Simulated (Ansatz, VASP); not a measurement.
**Two plane-wave programs on LiCl**

Contents of INCAR:

```
SYSTEM = LiCl
  PREC = Accurate
  ENCUT = 600
  EDIFF = 1E-6
  ISMEAR = 0
  SIGMA = 0.1
  LREAL = .FALSE.
  LASPH = .TRUE.
  NELM = 100
  ALGO = Normal
  ISIF = 3
  LWAVE = .FALSE.
  LCHARG = .FALSE.
  GGA = PE
  IBRION = 2
  NSW = 80
  EDIFFG = -0.025
```

KPOINTS

```
regular mesh
0
G
  4 2 2
  0 0 0
```

The input POSCAR:

```
LiCl
1.0
   -0.0491774689      0.0044096258      3.5848883886
    6.7819869349     -0.0165463625     -0.0926782661
   -0.0165463625      6.6920604451      0.0083102380
Li Cl
4 4
Direct
    0.5235633042      0.6492446389      0.6637161785
    0.2765663015      0.1747534904      0.8441206688
    0.9940285737      0.3519608719      0.2981839695
    0.7874335594      0.8312583308      0.1614232375
    0.0011125596      0.8271321084      0.8597945407
    0.7692496504      0.3606904833      0.6395144613
    0.4218285897      0.1339063967      0.1799807794
    0.2262174615      0.6710536796      0.3532661643
```

Input for Ansatz:

```yaml
crystal:
  lattice:
    - [-0.0491774689, 0.0044096258, 3.5848883886]
    - [6.7819869349, -0.0165463625, -0.0926782661]
    - [-0.0165463625, 6.6920604451, 0.008310238]
  atoms:
    - { symbol: Li, position: [0.5235633042, 0.6492446389, 0.6637161785] }
    - { symbol: Li, position: [0.2765663015, 0.1747534904, 0.8441206688] }
    - { symbol: Li, position: [0.9940285737, 0.3519608719, 0.2981839695] }
    - { symbol: Li, position: [0.7874335594, 0.8312583308, 0.1614232375] }
    - { symbol: Cl, position: [0.0011125596, 0.8271321084, 0.8597945407] }
    - { symbol: Cl, position: [0.7692496504, 0.3606904833, 0.6395144613] }
    - { symbol: Cl, position: [0.4218285897, 0.1339063967, 0.1799807794] }
    - { symbol: Cl, position: [0.2262174615, 0.6710536796, 0.3532661643] }
basis:
  ecutwfc: 420
kpoints:
  mp_grid: { grid: [4, 2, 2] }
hamiltonian:
  xc: pbe
scf:
  occupations: { method: gaussian, width: 0.1 }
  lower_state_search: "off"
output:
  forces: true
  stress: true
  eigenvalues: true
relax:
  adjacent_minimum: "off"
  f_tol: 0.025
  max_steps: 60
  cell: { stress_tol: 0.25 }
```

Change from the starting cell: cell x1, atoms moved at random (sigma 0.15 Å) and cell strained at random (1.5 %), then relaxed without symmetry.

Alike in both runs: task relaxation of cell and atoms; functional PBE; k mesh 4 × 2 × 2; occupations gaussian, width 0.1 eV; no spin polarisation.

|  | VASP | Ansatz |
| --- | --- | --- |
| version | VASP 6.6.1 | Ansatz 0.2.0 |
| potentials or method | VASP PAW PBE potentials, release 64 (Li_sv, Cl), cutoff 600 eV | scalar-relativistic, plane waves, PAW |
| valence electrons in the cell | 40 | 40 |

Ansatz gave:

- gap on the k mesh at the Fermi level, each at its own relaxed structure (eV): 5.69
- relaxed volume (Å³/atom): 20.84
- relaxed length of the cell vector where the two differ most in proportion (Å): 6.829

Problem. Estimate VASP's values.

Solution. gap on the k mesh at the Fermi level, each at its own relaxed structure (eV): 5.71; relaxed volume (Å³/atom): 20.70; relaxed length of the cell vector where the two differ most in proportion (Å): 6.804.

The k mesh is coarse, so the values compare programs but aren't converged. Noted on VASP's run: the cutoff is under 1.25 times that of the potentials, so the pressure is a little rough.
